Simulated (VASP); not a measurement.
Set up this calculation in VASP 6.6.1, as the native input.

| Item | Value |
| --- | --- |
| Task | single point |
| Functional | PBEsol |
| Dispersion | D4 |
| Potentials or basis | VASP PAW PBE potentials, release 64 (Zr_sv) |
| Cutoff | 520 eV |
| k mesh | 10 × 10 × 10 |
| Occupations | fermi-dirac, width 0.01 eV |
| Spin | collinear spin, ferromagnetic start |
| Starting moments | [1.0] μB |
| Fixed moment | 1 μB |
| Dipole correction | no |
| Further INCAR settings | ALGO = Fast; EDIFF = 1e-07; NBANDS = 16 |

The structure of Zr lies in POSCAR:

```
Zr
1.0
    0.0000000000      2.2398653158      2.2398653158
    2.2398653158      0.0000000000      2.2398653158
    2.2398653158      2.2398653158      0.0000000000
Zr
1
Direct
    0.0000000000      0.0000000000      0.0000000000
```

This cell differs from its parent crystal: volume scaled by 0.98.

One way to write it, as run:

INCAR

```
  PREC = Accurate
  ENCUT = 520
  EDIFF = 1E-7
  ISMEAR = -1
  SIGMA = 0.01
  LREAL = F
  LASPH = T
  NELM = 150
  ALGO = Fast
  ISIF = 2
  LWAVE = F
  LCHARG = T
  ISPIN = 2
  MAGMOM = 1
  LORBIT = 11
  NUPDOWN = 1.0
  LMAXMIX = 4
  GGA = PS
  IVDW = 13
  LELF = T
  LVHAR = T
  NBANDS = 16
```

KPOINTS

```
regular mesh
0
Gamma
  10 10 10
```

Potentials or basis: VASP PAW PBE potentials, release 64 (Zr_sv).

The run is started by

```sh
$ cat potpaw_PBE.64/Zr_sv/POTCAR > POTCAR
$ mpirun -np 1 vasp_std > vasp.out
```

It gave:

```
Pressure                                              : 1.2 GPa
Net moment                                            : 1.00 μB per cell
Site moments                                          : Zr +0.56 μB
Valence electrons inside the program's atomic spheres : Zr 9.88
Dispersion energy per atom                            : -0.124 eV
```

Caveat: the PAW data sets were made with another functional, which shifts forces and pressure a little; the total moment is fixed, so each spin has its own Fermi level.

Run time: 20 s on 1 thread of Intel(R) Xeon(R) Platinum 8488C (Sapphire Rapids), on a shared host, peak memory 0.16 GiB.
